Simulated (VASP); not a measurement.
Here is a VASP 6.6.1 calculation.

Contents of INCAR:

```
SYSTEM = Na
  PREC = Accurate
  ENCUT = 520
  EDIFF = 1E-6
  ISMEAR = -1
  SIGMA = 0.03
  LREAL = .False.
  LASPH = .True.
  NELM = 100
  ALGO = Normal
  ISIF = 2
  LWAVE = .False.
  LCHARG = .False.
  GGA = PS
  NBANDS = 10
```

File KPOINTS:

```
regular mesh
0
Gamma
  11 11 11
  0 0 0
```

POSCAR

```
Na
1.0
   -2.1453650376      2.1453650376      2.1453650376
    2.1453650376     -2.1453650376      2.1453650376
    2.1453650376      2.1453650376     -2.1453650376
Na
1
Direct
    0.0000000000      0.0000000000      0.0000000000
```

Potentials or basis: VASP PAW PBE potentials, release 64 (Na_pv).

Command:

```console
$ cat potpaw_PBE.64/Na_pv/POTCAR > POTCAR
$ mpirun -np 1 vasp_std > vasp.out
```

(1) What does it give for the pressure?

Answers

(1) -0.6 GPa.

Caveat: the PAW data sets were made with another functional, which shifts forces and pressure a little.
